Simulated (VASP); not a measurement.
SiC5:

```
C Si
1.0
     2.72473    0.00000    0.00000
    -1.36237    2.35969    0.00000
     0.00000    0.00000    6.74512
C Si
5 1
Direct
  0.00000 0.00000 0.97209
  0.66667 0.33333 0.66968
  0.33333 0.66667 0.36564
  0.66667 0.33333 0.89629
  0.33333 0.66667 0.59295
  0.00000 0.00000 0.25335
```

Program: VASP 6.6.1. Alike in all runs: task single point; potentials or basis VASP PAW PBE potentials, release 64 (C, Si); no spin polarisation; cell as given; cutoff (eV) 520; smearing gaussian 0.01 eV.

Order these runs on this cell by their band gap on the k mesh, lowest first.
A. level PBE; k mesh 12 × 12 × 4
B. level r2SCAN; k mesh 12 × 12 × 4
C. level r2SCAN; k mesh 9 × 9 × 4

A (1.36 eV), B (1.67 eV), C (1.83 eV).

A k mesh can miss the band edges, odd and even meshes differently.
